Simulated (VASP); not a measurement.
Write the native input for VASP 6.6.1 that does the following.

```
Task                   : single point
Functional             : PBE
Potentials or basis    : VASP PAW PBE potentials, release 64 (Ca_sv, O)
Cutoff                 : 520 eV
k mesh                 : 10 × 10 × 10
Occupations            : fermi-dirac, width 0.05 eV
Spin                   : no spin polarisation
Dipole correction      : no
Further INCAR settings : ALGO = Normal; EDIFF = 1e-06; NBANDS = 15
```

The structure of CaO lies in POSCAR:

```
CaO
1.0
    0.0000000000      2.4035556960      2.4035556960
    2.4035556960      0.0000000000      2.4035556960
    2.4035556960      2.4035556960      0.0000000000
Ca O
1 1
Direct
    0.0000000000      0.0000000000      0.0000000000
    0.5000000000      0.5000000000      0.5000000000
```

One way to write it, as run:

INCAR

```
PREC     = Accurate       # precision mode
ENCUT    = 520            # plane-wave cutoff, eV
EDIFF    = 1E-6           # SCF threshold, eV
ISMEAR   = -1             # smearing method
SIGMA    = 0.05           # smearing width, eV
LREAL    = F              # projectors in reciprocal space
LASPH    = T              # aspherical terms in the spheres
NELM     = 60             # most SCF steps
ALGO     = Normal         # electronic algorithm
ISIF     = 2              # what is computed and relaxed
LWAVE    = F              # write WAVECAR
LCHARG   = F              # write CHGCAR
GGA      = PE             # functional
NBANDS   = 15             # bands
```

KPOINTS

```
regular mesh
0
Gamma
  10 10 10
```

Potentials or basis: VASP PAW PBE potentials, release 64 (Ca_sv, O).

Launch:

```sh
$ cat potpaw_PBE.64/Ca_sv/POTCAR potpaw_PBE.64/O/POTCAR > POTCAR
$ mpirun -np 1 vasp_std > vasp.out
```

Results of the run:

The pressure is 2.2 GPa. The band gap on the k mesh is 3.64 eV (least direct gap 4.01 eV).

Run time: 47 s on 1 thread of Intel Xeon 8259CL, with other jobs on the host, peak memory 0.16 GiB.
